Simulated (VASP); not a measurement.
# Sr2Sb3P (P-3m1) in VASP: single point with r2SCAN+rVV10

Aim: the single point of Sr2Sb3P with r2SCAN+rVV10.

Everything below comes from runs of VASP 6.6.1. Logs are shortened: lines on timing, memory, paths and dates and some standing lists are left out, and cuts for length are marked.

**1. The cell of the first run**

The structure is trigonal, space group P-3m1 (No. 164). The conventional cell has a = 4.257 Å, b = 4.257 Å, c = 12.086 Å, α = 90.00°, β = 90.00°, γ = 120.00°. Within 3.9 Å of Sr (site symmetry 3m) lie 3 P at 2.96 Å and 3 Sb at 3.59 Å. Within 4.0 Å of Sb (site symmetry 3m) lie 3 Sb at 3.04 Å and 3 Sr at 3.59 Å. Sb (site symmetry -3m) has 6 Sb at 3.04 Å within 4.0 Å. Within 3.9 Å of P (site symmetry -3m) lie 6 Sr at 2.96 Å.

**2. Single point, r2SCAN+rVV10**

The input, POSCAR:

```
Sr2Sb3P
1.0
    4.2569165039      0.0000000023      0.0000000000
   -2.1284582540      3.6865978330      0.0000000000
    0.0000000000      0.0000000000     12.0855326242
Sr Sb P
2 3 1
Direct
    0.6666666667      0.3333333333      0.8637080438
    0.3333333333      0.6666666667      0.1362919562
    0.6666666667      0.3333333333      0.3522713806
    0.3333333333      0.6666666667      0.6477286194
    0.0000000000      0.0000000000      0.5000000000
    0.0000000000      0.0000000000      0.0000000000
```

The input, INCAR.step1:

```
SYSTEM = Sr2Sb3P
ALGO     = Normal         ! electronic algorithm
EDIFF    = 1E-4           ! SCF threshold, eV
ENCUT    = 520            ! plane-wave cutoff, eV
GGA      = PE             ! functional
ISMEAR   = -1             ! smearing method
LASPH    = .TRUE.         ! aspherical terms in the spheres
LCHARG   = .FALSE.        ! write CHGCAR
LREAL    = .FALSE.        ! projectors in reciprocal space
LWAVE    = .TRUE.         ! write WAVECAR
NBANDS   = 29             ! bands
NELM     = 100            ! most SCF steps
PREC     = Accurate       ! precision mode
SIGMA    = 0.03           ! smearing width, eV
```

The input, INCAR.step2:

```
SYSTEM = Sr2Sb3P
ALGO     = Normal         ! electronic algorithm
BPARAM   = 11.95        
CPARAM   = 0.0093       
EDIFF    = 1E-7           ! SCF threshold, eV
ENCUT    = 520            ! plane-wave cutoff, eV
ISIF     = 2              ! what is computed and relaxed
ISMEAR   = -1             ! smearing method
ISTART   = 1            
IVDW_NL  = 2            
LASPH    = .TRUE.         ! aspherical terms in the spheres
LCHARG   = .FALSE.        ! write CHGCAR
LMIXTAU  = .TRUE.       
LREAL    = .FALSE.        ! projectors in reciprocal space
LUSE_VDW = .TRUE.       
LWAVE    = .FALSE.        ! write WAVECAR
METAGGA  = R2SCAN         ! meta-GGA
NBANDS   = 29             ! bands
NELM     = 100            ! most SCF steps
PREC     = Accurate       ! precision mode
SIGMA    = 0.03           ! smearing width, eV
```

The input, KPOINTS:

```
k-points
0
G
  6 6 4
  0 0 0
```

Potentials or basis: VASP PAW PBE potentials, release 64 (Sr_sv, Sb, P).

The run is started by

```console
cat potpaw_PBE.64/Sr_sv/POTCAR potpaw_PBE.64/Sb/POTCAR potpaw_PBE.64/P/POTCAR > POTCAR
cp INCAR.step1 INCAR
mpirun -np 1 vasp_std > vasp.out
cp INCAR.step2 INCAR
mpirun -np 1 vasp_std > vasp.out
```

OUTCAR:

```text
SYSTEM = Sr2Sb3P
   BPARAM = 11.95
   EDIFF = 1E-7
   ENCUT = 520
   ISIF = 2
   ISMEAR = -1
   ISTART = 1
   IVDW_NL = 2
   LASPH = .TRUE.
   LREAL = .FALSE.
   METAGGA = R2SCAN
   NELM = 100
   PREC = Accurate

 ion  position               nearest neighbor table
   1  0.667  0.333  0.864-   6 2.96   6 2.96   6 2.96   4 3.59   4 3.59   4 3.59   2 4.11   2 4.11
                             2 4.11
   2  0.333  0.667  0.136-   6 2.96   6 2.96   6 2.96   3 3.59   3 3.59   3 3.59   1 4.11   1 4.11
                             1 4.11
   3  0.667  0.333  0.352-   5 3.04   5 3.04   5 3.04   2 3.59   2 3.59   2 3.59
   4  0.333  0.667  0.648-   5 3.04   5 3.04   5 3.04   1 3.59   1 3.59   1 3.59
   5  0.000  0.000  0.500-   3 3.04   4 3.04   3 3.04   4 3.04   3 3.04   4 3.04
   6  0.000  0.000  0.000-   1 2.96   2 2.96   1 2.96   2 2.96   1 2.96   2 2.96

  LATTYP: Found a hexagonal cell.
 ALAT       =     4.2569165039
 C/A-ratio  =     2.8390344544

  Lattice vectors:

 A1 = (   4.2569165039,   0.0000000023,   0.0000000000)
 A2 = (  -2.1284582540,   3.6865978330,   0.0000000000)
 A3 = (   0.0000000000,   0.0000000000,  12.0855326242)

Analysis of symmetry for initial positions (statically):
=====================================================================
 Subroutine PRICEL returns:
 Original cell was already a primitive cell.

 Routine SETGRP: Setting up the symmetry group for a
 hexagonal supercell.

 Subroutine GETGRP returns: Found 12 space group operations
 (whereof 12 operations were pure point group operations)
 out of a pool of 24 trial point group operations.

The static configuration has the point symmetry D_3d.

Analysis of symmetry for dynamics (positions and initial velocities):
=====================================================================
 Subroutine PRICEL returns:
 Original cell was already a primitive cell.

 Routine SETGRP: Setting up the symmetry group for a
 hexagonal supercell.

 Subroutine GETGRP returns: Found 12 space group operations
 (whereof 12 operations were pure point group operations)
 out of a pool of 24 trial point group operations.

The dynamic configuration has the point symmetry D_3d.

 Subroutine INISYM returns: Found 12 space group operations
 (whereof 12 operations are pure point group operations),
 and found     1 'primitive' translations

----------------------------------------------------------------------------------------

                                     Primitive cell

[... 100 lines left out ...]
   NSW    =      0    number of steps for IOM
   IBRION =     -1    ionic relax: 0-MD 1-quasi-New 2-CG
   NFREE  =      0    steps in history (QN), initial steepest desc. (CG)
   ISIF   =      2    stress and relaxation
   ISYM   =      2    0-nonsym 1-usesym 2-fastsym
   POTIM  = 0.5000    time-step for ionic-motion
   TEBEG  =    0.0;   TEEND  =   0.0 temperature during run
   PSTRESS=    0.0 pullay stress
   NELECT =      40.0000    total number of electrons
   NUPDOWN=      -1.0000    fix difference up-down
   EMIN   =  10.00;   EMAX   =-10.00  energy-range for DOS
   EFERMI =   0.00;   METHOD = LEGACY
   ISMEAR =    -1;   SIGMA  =   0.03  broadening in eV -4-tet -1-fermi 0-gaus
   EFERMI_NEDOS =   21; number of points for ismear=-14 and -15
   IALGO  =     38    algorithm
   IMIX   =      4    mixing-type and parameters
     AMIX     =   0.40;   BMIX     =  1.00
     AMIX_MAG =   1.60;   BMIX_MAG =  1.00
  volume/ion in A,a.u.               =      31.61       213.32
  Fermi-wavevector in a.u.,A,eV,Ry     =   0.974464  1.841471 12.919829  0.949581
  Thomas-Fermi vector in A             =   2.104926
   LORBIT       =      0    0 simple, 1 ext, 2 COOP (PROOUT), +10 PAW based schemes
   METAGGA = R2SCAN    functional components
   LHFCALC =     F    Hartree Fock is set to
   AEXX    =    0.0000 exact exchange contribution
   IVDW_NL    =     2    kernel type
   BPARAM     =11.9500
   IVDW    =     0    specifies the selected vdW correction
   LEPSILON=     F    determine dielectric tensor
   LRPA    =     F    only Hartree local field effects (RPA)
 non-spin polarized calculation
  energy-cutoff  :      520.00
  volume of cell :      189.66
 maximum number of plane-waves:      5142
   NGX = 15   NGY = 15   NGZ = 45

 number of electron      40.0000001 magnetization

 Free energy of the ion-electron system (eV)
  ---------------------------------------------------
  ext. energy  EPLUGINS =         0.00000000
  ---------------------------------------------------
  free energy    TOTEN  =      -119.03411691 eV

  energy without entropy =     -119.01846228  energy(sigma->0) =     -119.02628959

 E-fermi :   4.1463     XC(G=0):  -9.4571

 val. band max:        4.1393829227   @ k =   0.3333   0.1667   0.2500
 cond. band min:       4.1602507025   @ k =   0.3333   0.1667   0.0000
 fundamental gap:      0.0208677798
 Fermi energy:         4.1462892609

 k-point     1 :       0.0000    0.0000    0.0000
  band No.  band energies     occupation
      1     -31.5447      2.00000
      2     -31.5306      2.00000
      3     -13.1486      2.00000
      4     -12.9384      2.00000
      5     -12.9178      2.00000
      6     -12.9178      2.00000
[... 757 lines left out ...]
     28       9.4629      0.00000
     29      10.0632      0.00000

------------------------ aborting loop because EDIFF is reached ----------------------------------------

  FORCE on cell =-STRESS in cart. coord.  units (eV):
  Direction    XX          YY          ZZ          XY          YZ          ZX
  --------------------------------------------------------------------------------------
  -------------------------------------------------------------------------------------
  Total        0.2264389      0.2264389      0.2736907     -0.0000000     -0.0000000      0.0000000
  in kB        1.9128237      1.9128237      2.3119795     -0.0000000     -0.0000000      0.0000000
  external PRESSURE =       2.0458757 kB  Pullay stress =       0.0000000 kB

 VOLUME and BASIS-vectors are now :
 -----------------------------------------------------------------------------
  energy-cutoff  :      520.00
  volume of cell :      189.66
      direct lattice vectors                 reciprocal lattice vectors
     4.256916504  0.000000002  0.000000000     0.234911819  0.135626402  0.000000000
    -2.128458254  3.686597833  0.000000000    -0.000000000  0.271252804  0.000000000
     0.000000000  0.000000000 12.085532624     0.000000000  0.000000000  0.082743561

 POSITION                                       TOTAL-FORCE (eV/Angst)
 -----------------------------------------------------------------------------------
      2.12846      1.22887     10.43837         0.000000      0.000000     -0.009829
     -0.00000      2.45773      1.64716        -0.000000     -0.000000      0.009829
      2.12846      1.22887      4.25739        -0.000000     -0.000000     -0.021360
     -0.00000      2.45773      7.82815        -0.000000     -0.000000      0.021360
      0.00000      0.00000      6.04277        -0.000000     -0.000000      0.000000
      0.00000      0.00000      0.00000        -0.000000     -0.000000      0.000000
 -----------------------------------------------------------------------------------
    total drift:                                0.000000     -0.000000     -0.000000

  FREE ENERGIE OF THE ION-ELECTRON SYSTEM (eV)
  ---------------------------------------------------
  free  energy   TOTEN  =      -119.0341169054 eV

  energy  without entropy=     -119.0184622815  energy(sigma->0) =     -119.02628959
```

OSZICAR.step1:

```text
N       E                     dE             d eps       ncg     rms          rms(c)
DAV:   1     0.229646411325E+03    0.22965E+03   -0.16333E+04  1392   0.115E+03
DAV:   2    -0.410102795796E+01   -0.23375E+03   -0.22800E+03  1648   0.246E+02
DAV:   3    -0.251643950962E+02   -0.21063E+02   -0.20811E+02  2126   0.636E+01
DAV:   4    -0.263055930963E+02   -0.11412E+01   -0.11369E+01  2144   0.127E+01
DAV:   5    -0.263476498494E+02   -0.42057E-01   -0.42052E-01  1964   0.212E+00    0.276E+01
DAV:   6    -0.244461679734E+02    0.19015E+01   -0.40141E+00  1727   0.676E+00    0.159E+01
DAV:   7    -0.248633645601E+02   -0.41720E+00   -0.82134E+00  1882   0.678E+00    0.466E+00
DAV:   8    -0.245260390546E+02    0.33733E+00   -0.73732E-01  1627   0.234E+00    0.316E+00
DAV:   9    -0.243847539000E+02    0.14129E+00   -0.63079E+00  1543   0.379E+00    0.141E+00
DAV:  10    -0.243269496142E+02    0.57804E-01   -0.20571E-01  1562   0.154E+00    0.119E+00
DAV:  11    -0.242981471483E+02    0.28802E-01   -0.41204E-02  1855   0.539E-01    0.836E-01
DAV:  12    -0.242833100908E+02    0.14837E-01   -0.11365E-02  1808   0.307E-01    0.589E-01
DAV:  13    -0.242618134457E+02    0.21497E-01   -0.96189E-02  1791   0.675E-01    0.287E-01
DAV:  14    -0.242624971134E+02   -0.68367E-03   -0.61680E-03  1630   0.246E-01    0.394E-01
DAV:  15    -0.242625004172E+02   -0.33038E-05   -0.14586E-04  1298   0.386E-02
   1 F= -.24262500E+02 E0= -.24255243E+02  d E =-.145152E-01
```

It took 13 min on 1 thread of Intel Xeon Platinum 8488C (Sapphire Rapids), shared host; peak memory 0.73 GiB.

Results:

```yaml
Free_energy: -119.0341 eV
Pressure: 0.2 GPa
Largest_force: 0.021 eV/Å
Band_gap_on_the_k_mesh: zero (band 20 reaches 4.63 eV, above the bottom of band 21 at 3.86 eV)
```

Forces in eV/Å, atoms in the order of the input:
```
Sr   0.000  0.000 -0.010
Sr   0.000  0.000  0.010
Sb   0.000  0.000 -0.021
Sb   0.000  0.000  0.021
Sb   0.000  0.000  0.000
P    0.000  0.000  0.000
```

Caveat: the PAW data sets were made with another functional, which shifts forces and pressure a little; spin-orbit coupling is left out, which moves the levels of the heavy elements.
